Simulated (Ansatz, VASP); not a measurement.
**Two plane-wave programs on Cu**

```
Cu
1.0
     0.00000    1.76688    1.76688
     1.76688    0.00000    1.76688
     1.76688    1.76688    0.00000
Cu
1
Direct
  0.00000 0.00000 0.00000
```

Alike in both runs: functional PBEsol; dispersion D4; k mesh 20 × 20 × 20; occupations gaussian, width 0.1 eV; no spin polarisation.

Ansatz relaxed the structure, and its values are those at the end. VASP's run is a single point on that final structure, the one shown.

|  | VASP | Ansatz |
| --- | --- | --- |
| version | VASP 6.6.1 | Ansatz 0.2.0 |
| potentials or method | VASP PAW PBE potentials, release 64 (Cu), cutoff 600 eV | scalar-relativistic, plane waves, PAW |
| valence electrons in the cell | 11 | 19 |

|  | VASP | Ansatz | Ansatz less VASP |
| --- | --- | --- | --- |
| gap on the k mesh at the Fermi level (eV) | none | none | - |
| pressure (GPa) | 0.9 | 0.0 | -0.86 |

VASP's potentials were made for PBE, not for PBEsol, and Ansatz warns of the same on its side. A gap of «none» marks a metal or a gap that the smearing closes. VASP's potentials hold 11 valence electrons a cell and Ansatz's 19, so a difference there can come from the potentials and not from the codes.
